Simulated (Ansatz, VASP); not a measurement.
Two plane-wave programs on As

```
CELL_PARAMETERS angstrom
1.79473 1.03619 5.06193
-1.79473 1.03619 5.06193
0.00000 -2.07238 5.06193
ATOMIC_POSITIONS crystal
As 0.78840 0.78840 0.78840
As 0.21160 0.21160 0.21160
```

Alike in both runs: functional r2SCAN; k mesh 12 × 12 × 12; occupations fermi-dirac, width 0.1 eV; no spin polarisation.

Ansatz relaxed the structure, and its values are those at the end. VASP's run is a single point on that final structure, the one shown.

|  | VASP | Ansatz |
| --- | --- | --- |
| version | VASP 6.6.1 | Ansatz 0.2.0 |
| potentials or method | VASP PAW PBE potentials, release 64 (As) | PAW with Ansatz's default frozen-core files, scalar-relativistic |
| plane-wave cutoff (eV) | 520 | 500 |
| valence electrons in the cell | 10 | 30 |

VASP gave:

* pressure (GPa): 0.1
* rms of the force components (eV/Å): 0.034

Problem. What did Ansatz give for the same quantities?

Solution. Pressure (GPa): 0.0; rms of the force components (eV/Å): 0.001.

VASP's potentials were made for PBE, not for r2SCAN. With one functional, cell and mesh, what is left measures potentials, basis and numerics. VASP's potentials hold 10 valence electrons a cell and Ansatz's 30, so a difference there can come from the potentials and not from the codes.
